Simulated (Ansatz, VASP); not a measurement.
One calculation of SiC5, two programs

```
Si C
1.0
     2.43950    0.00000    0.00000
    -1.21975    2.11267    0.00000
     0.00000    0.00000   16.83855
Si C
1 5
Direct
  0.00000 0.00000 0.50000
  0.00000 0.00000 0.00000
  0.33333 0.66667 0.75816
  0.66667 0.33333 0.75816
  0.33333 0.66667 0.24184
  0.66667 0.33333 0.24184
```

Alike in both runs: task relaxation of cell and atoms; functional PBE; k mesh 18 × 18 × 4; occupations gaussian, width 0.1 eV; no spin polarisation.

|  | VASP | Ansatz |
| --- | --- | --- |
| version | VASP 6.6.1 | Ansatz 0.2.0 |
| potentials or method | VASP PAW PBE potentials, release 64 (Si, C), cutoff 600 eV | scalar-relativistic, plane waves, PAW |
| valence electrons in the cell | 24 | 24 |

|  | VASP | Ansatz | Ansatz less VASP |
| --- | --- | --- | --- |
| gap on the k mesh at the Fermi level, each at its own relaxed structure (eV) | none | none | - |
| relaxed volume (Å³/atom) | 13.90 | 14.46 | +0.568 |
| relaxed cell length with the largest relative difference (Å) | 16.182 | 16.839 | +0.6563 |

A gap of «none» marks a metal or a gap that the smearing closes.
